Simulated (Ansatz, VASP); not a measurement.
## One calculation of Hg, two programs

```
CELL_PARAMETERS angstrom
4.54000 0.00000 0.00000
-2.27000 3.93176 0.00000
0.00000 0.00000 3.87000
ATOMIC_POSITIONS crystal
Hg 0.33333 0.66667 0.50000
Hg 0.00000 0.00000 0.00000
Hg 0.66667 0.33333 0.50000
```

Alike in both runs: task single point; functional PBE; dispersion D3(BJ); k mesh 6 × 6 × 6; occupations gaussian, width 0.1 eV; no spin polarisation.

```csv
,VASP,Ansatz
version,VASP 6.6.1,Ansatz 0.2.0
potentials or method,"VASP PAW PBE potentials, release 64 (Hg_sv_GW), cutoff 500 eV","scalar-relativistic, plane waves, PAW"
valence electrons in the cell,60,60
```

VASP gave:

- gap on the k mesh at the Fermi level (eV): none
- pressure (GPa): 8.5
- traceless stress, the component that is largest in VASP (GPa): -8.44

Task: Estimate Ansatz's values.

Result: gap on the k mesh at the Fermi level (eV): none; pressure (GPa): 9.8; traceless stress, the component that is largest in VASP (GPa): -8.41.

A gap of «none» marks a metal or a gap that the smearing closes.

Spin-orbit coupling is off throughout.
